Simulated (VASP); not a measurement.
# CoO (I4/mmm) in VASP: single point with PBE+U

Aim: the single point of CoO with PBE+U.

Program: VASP 6.6.1. These are calculated values, not measurements. Logs are shortened: lines on timing, memory, paths and dates and some standing lists are left out, and cuts for length are marked.

### Step 1. The cell of the first run

The structure is tetragonal, space group I4/mmm (No. 139). Conventional cell: a = 3.016 Å, b = 3.016 Å, c = 4.214 Å, α = 90.00°, β = 90.00°, γ = 90.00°. Co (site symmetry 4/mmm) has 6 O at 2.11 to 2.13 Å within 2.8 Å. O (site symmetry 4/mmm) has 6 Co at 2.11 to 2.13 Å within 2.8 Å.

### Step 2. Single point, PBE+U, collinear spin, ferromagnetic start

File INCAR:

```
PREC = Accurate ; ENCUT = 700
EDIFF = 1E-6 ; ISMEAR = 0
SIGMA = 0.02 ; LREAL = F
LASPH = T ; NELM = 200
ALGO = Normal ; ISIF = 2
LWAVE = F ; LCHARG = F
ISPIN = 2 ; MAGMOM = 2.85 0.26
LORBIT = 11 ; LMAXMIX = 4
LDAU = T ; LDAUTYPE = 2
LDAUL = 2 -1 ; LDAUU = 3.32 0
LDAUJ = 0 0 ; LDAUPRINT = 1
GGA = PE ; NBANDS = 22
GGA_COMPAT = F
```

File KPOINTS:

```
regular mesh
0
Gamma
  12 12 12
```

File POSCAR:

```
CoO
1.0
   -1.5080001529      1.5080001529      2.1072499549
    1.5080001529     -1.5080001529      2.1072499549
    1.5080001529      1.5080001529     -2.1072499549
Co O
1 1
Direct
    0.0000000000      0.0000000000      0.0000000000
    0.5000000000      0.5000000000      0.0000000000
```

Potentials or basis: VASP PAW PBE potentials, release 64 (Co_sv, O).

Command:

```console
cat potpaw_PBE.64/Co_sv/POTCAR potpaw_PBE.64/O/POTCAR > POTCAR
mpirun -np 1 vasp_std > vasp.out
```

OUTCAR:

```text
PREC = Accurate
   ENCUT = 700
   EDIFF = 1E-6
   ISMEAR = 0
   LREAL = F
   LASPH = T
   NELM = 200
   ISIF = 2
   ISPIN = 2
   LORBIT = 11
   GGA = PE

 ion  position               nearest neighbor table
   1  0.000  0.000  0.000-   2 2.11   2 2.11   2 2.13   2 2.13   2 2.13   2 2.13
   2  0.500  0.500  0.000-   1 2.11   1 2.11   1 2.13   1 2.13   1 2.13   1 2.13

  LATTYP: Found a body centered tetragonal cell.
 ALAT       =     3.0160003058
 C/A-ratio  =     1.3973804650

  Lattice vectors:

 A1 = (  -1.5080001529,   1.5080001529,   2.1072499549)
 A2 = (   1.5080001529,  -1.5080001529,   2.1072499549)
 A3 = (   1.5080001529,   1.5080001529,  -2.1072499549)

Analysis of symmetry for initial positions (statically):
=====================================================================
 Subroutine PRICEL returns:
 Original cell was already a primitive cell.

 Routine SETGRP: Setting up the symmetry group for a
 body centered tetragonal supercell.

 Subroutine GETGRP returns: Found 16 space group operations
 (whereof 16 operations were pure point group operations)
 out of a pool of 16 trial point group operations.

The static configuration has the point symmetry D_4h.

Analysis of symmetry for dynamics (positions and initial velocities):
=====================================================================
 Subroutine PRICEL returns:
 Original cell was already a primitive cell.

 Routine SETGRP: Setting up the symmetry group for a
 body centered tetragonal supercell.

 Subroutine GETGRP returns: Found 16 space group operations
 (whereof 16 operations were pure point group operations)
 out of a pool of 16 trial point group operations.

The dynamic configuration has the point symmetry D_4h.

Analysis of structural, dynamic, and magnetic symmetry:
=====================================================================
 Subroutine PRICEL returns:
 Original cell was already a primitive cell.

 Routine SETGRP: Setting up the symmetry group for a
 body centered tetragonal supercell.

 Subroutine GETGRP returns: Found 16 space group operations
 (whereof 16 operations were pure point group operations)
 out of a pool of 16 trial point group operations.

The overall configuration has the point symmetry D_4h.

 Subroutine INISYM returns: Found 16 space group operations
 (whereof 16 operations are pure point group operations),
 and found     1 'primitive' translations

----------------------------------------------------------------------------------------

                                     Primitive cell

  volume of cell :      19.1681

  direct lattice vectors                    reciprocal lattice vectors
    -1.508000153  1.508000153  2.107249955     0.000000000  0.331564953  0.237276076
     1.508000153 -1.508000153  2.107249955     0.331564953  0.000000000  0.237276076
     1.508000153  1.508000153 -2.107249955     0.331564953  0.331564953  0.000000000

  length of vectors
     2.998104617  2.998104617  2.998104617     0.407719578  0.407719578  0.468903654

  position of ions in fractional coordinates (direct lattice)
     0.000000000  0.000000000  0.000000000
     0.500000000  0.500000000  0.000000000

  ion indices of the primitive-cell ions
   primitive index   ion index
                 1           1
                 2           2

----------------------------------------------------------------------------------------
[... 68 lines left out ...]
   ENCUT  =  700.0 eV  51.45 Ry    7.17 a.u.   6.47  6.47  6.47*2*pi/ulx,y,z
   NELM   =    200;   NELMIN=  2; NELMDL= -5     # of ELM steps
   EDIFF  = 0.1E-05   stopping-criterion for ELM
   LREAL  =      F    real-space projection
   EDIFFG = 0.1E-04   stopping-criterion for IOM
   NSW    =      0    number of steps for IOM
   IBRION =     -1    ionic relax: 0-MD 1-quasi-New 2-CG
   NFREE  =      0    steps in history (QN), initial steepest desc. (CG)
   ISIF   =      2    stress and relaxation
   ISYM   =      2    0-nonsym 1-usesym 2-fastsym
   POTIM  = 0.5000    time-step for ionic-motion
   TEBEG  =    0.0;   TEEND  =   0.0 temperature during run
   PSTRESS=    0.0 pullay stress
   NELECT =      23.0000    total number of electrons
   NUPDOWN=      -1.0000    fix difference up-down
   EMIN   =  10.00;   EMAX   =-10.00  energy-range for DOS
   EFERMI =   0.00;   METHOD = LEGACY
   ISMEAR =     0;   SIGMA  =   0.02  broadening in eV -4-tet -1-fermi 0-gaus
   EFERMI_NEDOS =   21; number of points for ismear=-14 and -15
   IALGO  =     38    algorithm
   IMIX   =      4    mixing-type and parameters
     AMIX     =   0.40;   BMIX     =  1.00
     AMIX_MAG =   1.60;   BMIX_MAG =  1.00
  volume/ion in A,a.u.               =       9.58        64.68
  Fermi-wavevector in a.u.,A,eV,Ry     =   1.739634  3.287431 41.175662  3.026326
  Thomas-Fermi vector in A             =   2.812437
   LORBIT       =     11    0 simple, 1 ext, 2 COOP (PROOUT), +10 PAW based schemes
 LDA+U is selected, type is set to LDAUTYPE =  2
   angular momentum for each species LDAUL =     2   -1
   U (eV)           for each species LDAUU =   3.3  0.0
   J (eV)           for each species LDAUJ =   0.0  0.0
   GGA     = PE    functional components
   LHFCALC =     F    Hartree Fock is set to
   AEXX    =    0.0000 exact exchange contribution
   IVDW    =     0    specifies the selected vdW correction
   LEPSILON=     F    determine dielectric tensor
   LRPA    =     F    only Hartree local field effects (RPA)
 spin polarized calculation
 Gauss-broadening in eV      SIGMA  =   0.02
  energy-cutoff  :      700.00
  volume of cell :       19.17
 maximum number of plane-waves:       845
 NGX is ok and might be reduce to    28
   NGX = 13   NGY = 13   NGZ = 13

atom =   1  type =  1  l = 2

 onsite density matrix

spin component  1

  0.9546 -0.0000  0.0000  0.0000 -0.0000
 -0.0000  0.9264  0.0000  0.0000  0.0000
  0.0000  0.0000  0.9571  0.0000  0.0000
  0.0000  0.0000  0.0000  0.9264 -0.0000
 -0.0000  0.0000  0.0000 -0.0000  0.9212

spin component  2

  0.0901  0.0000  0.0000 -0.0000  0.0000
  0.0000  0.4503  0.0000  0.0000  0.0000
  0.0000  0.0000  0.1107 -0.0000  0.0000
 -0.0000  0.0000 -0.0000  0.4503 -0.0000
  0.0000  0.0000  0.0000 -0.0000  0.9075

 occupancies and eigenvectors

  o =  0.0901  v =  0.0000  0.0000  0.0000  0.0000  0.0000  1.0000  0.0000  0.0000  0.0000  0.0000      0.0000  0.0000  0.0000  0.0000  0.0000  0.0000  0.0000  0.0000  0.0000  0.0000
  o =  0.1107  v =  0.0000  0.0000  0.0000  0.0000  0.0000  0.0000  0.0000 -1.0000 -0.0000  0.0000      0.0000  0.0000  0.0000  0.0000  0.0000  0.0000  0.0000  0.0000  0.0000  0.0000
  o =  0.4503  v =  0.0000  0.0000  0.0000  0.0000  0.0000  0.0000  0.8649  0.0000 -0.5019  0.0000      0.0000  0.0000  0.0000  0.0000  0.0000  0.0000  0.0000  0.0000  0.0000  0.0000
  o =  0.4503  v =  0.0000  0.0000  0.0000  0.0000  0.0000  0.0000 -0.5019 -0.0000 -0.8649  0.0000      0.0000  0.0000  0.0000  0.0000  0.0000  0.0000  0.0000  0.0000  0.0000  0.0000
  o =  0.9075  v =  0.0000  0.0000  0.0000  0.0000  0.0000  0.0000  0.0000 -0.0000 -0.0000 -1.0000      0.0000  0.0000  0.0000  0.0000  0.0000  0.0000  0.0000  0.0000  0.0000  0.0000
  o =  0.9212  v =  0.0000 -0.0000 -0.0000  0.0000 -1.0000  0.0000  0.0000  0.0000  0.0000  0.0000      0.0000  0.0000  0.0000  0.0000  0.0000  0.0000  0.0000  0.0000  0.0000  0.0000
  o =  0.9264  v =  0.0000 -0.2249  0.0000  0.9744  0.0000  0.0000  0.0000  0.0000  0.0000  0.0000      0.0000  0.0000  0.0000  0.0000  0.0000  0.0000  0.0000  0.0000  0.0000  0.0000
  o =  0.9264  v =  0.0000 -0.9744 -0.0000 -0.2249  0.0000  0.0000  0.0000  0.0000  0.0000  0.0000      0.0000  0.0000  0.0000  0.0000  0.0000  0.0000  0.0000  0.0000  0.0000  0.0000
  o =  0.9546  v =  1.0000  0.0000  0.0000  0.0000  0.0000  0.0000  0.0000  0.0000  0.0000  0.0000      0.0000  0.0000  0.0000  0.0000  0.0000  0.0000  0.0000  0.0000  0.0000  0.0000
  o =  0.9571  v =  0.0000 -0.0000  1.0000 -0.0000 -0.0000  0.0000  0.0000  0.0000  0.0000  0.0000      0.0000  0.0000  0.0000  0.0000  0.0000  0.0000  0.0000  0.0000  0.0000  0.0000

 number of electron      23.0000007 magnetization       3.0000845

 Free energy of the ion-electron system (eV)
  ---------------------------------------------------
  ext. energy  EPLUGINS =         0.00000000
  ---------------------------------------------------
  free energy    TOTEN  =       -11.23807836 eV

  energy without entropy =      -11.23774332  energy(sigma->0) =      -11.23791084

 E-fermi :   9.0864     XC(G=0): -12.7155

 val. band max:        9.0788250672   @ k =  -0.1667   0.3333   0.0833
 cond. band min:       9.0925678012   @ k =   0.3333   0.1667   0.0833
 fundamental gap:      0.0137427340
 Fermi energy:         9.0864499749

 spin component 1

 k-point     1 :       0.0000    0.0000    0.0000
  band No.  band energies     occupation
      1     -88.0998      1.00000
      2     -51.9482      1.00000
      3     -51.0367      1.00000
      4     -51.0367      1.00000
      5     -11.0429      1.00000
      6       3.9235      1.00000
[... 1193 lines left out ...]
     21      36.7486      0.00000
     22      38.3104      0.00000

 [... further k-points ...]

------------------------ aborting loop because EDIFF is reached ----------------------------------------

  FORCE on cell =-STRESS in cart. coord.  units (eV):
  Direction    XX          YY          ZZ          XY          YZ          ZX
  --------------------------------------------------------------------------------------
  -------------------------------------------------------------------------------------
  Total        0.5034619      0.5034619     -0.3939484      0.0000000      0.0000000      0.0000000
  in kB       42.0821938     42.0821938    -32.9284363      0.0000000      0.0000000      0.0000000
  external PRESSURE =      17.0786504 kB  Pullay stress =       0.0000000 kB

 VOLUME and BASIS-vectors are now :
 -----------------------------------------------------------------------------
  energy-cutoff  :      700.00
  volume of cell :       19.17
      direct lattice vectors                 reciprocal lattice vectors
    -1.508000153  1.508000153  2.107249955     0.000000000  0.331564953  0.237276076
     1.508000153 -1.508000153  2.107249955     0.331564953  0.000000000  0.237276076
     1.508000153  1.508000153 -2.107249955     0.331564953  0.331564953  0.000000000

 POSITION                                       TOTAL-FORCE (eV/Angst)
 -----------------------------------------------------------------------------------
      0.00000      0.00000      0.00000         0.000000      0.000000      0.000000
      0.00000      0.00000      2.10725        -0.000000     -0.000000      0.000000
 -----------------------------------------------------------------------------------
    total drift:                                0.000000     -0.000000     -0.000000

  FREE ENERGIE OF THE ION-ELECTRON SYSTEM (eV)
  ---------------------------------------------------
  free  energy   TOTEN  =       -11.2380783590 eV

  energy  without entropy=      -11.2377433210  energy(sigma->0) =      -11.23791084

 total charge

# of ion       s       p       d       tot
------------------------------------------
    1        2.147   6.067   6.669  14.883
    2        1.547   3.467   0.000   5.014
--------------------------------------------------
tot          3.694   9.534   6.669  19.897

 magnetization (x)

# of ion       s       p       d       tot
------------------------------------------
    1        0.013   0.011   2.672   2.696
    2        0.026   0.217   0.000   0.242
--------------------------------------------------
tot          0.039   0.228   2.672   2.939
```

It took 4.5 min on 1 thread of Intel Xeon Platinum 8259CL at 2.50GHz (Skylake/Cascade Lake), shared host; peak memory 0.29 GiB.

What came out:

```
Free energy                                           : -11.2381 eV
Pressure                                              : 1.7 GPa
Band gap on the k mesh                                : zero (filled and empty bands overlap)
Net moment                                            : 3.00 μB per cell
Site moments                                          : Co +2.70; O +0.24 μB
Valence electrons inside the program's atomic spheres : Co 14.88; O 5.01
```

Stress tensor (GPa, compression positive):
```
 4.21  0.00  0.00
 0.00  4.21  0.00
 0.00  0.00 -3.29
```

Eigenvalues of the final occupation matrices:
```tsv
site	spin	trace	eigenvalues
site 1 d	1	4.69	0.92 0.93 0.93 0.95 0.96
site 1 d	2	2.01	0.09 0.11 0.45 0.45 0.91
```

Caveat: the stress differs along the axes, from -3 to 4 GPa; a cell with one magnetic atom can't hold antiferromagnetic order, which such compounds often take. The state reached can hang on the start; a lower one may exist.
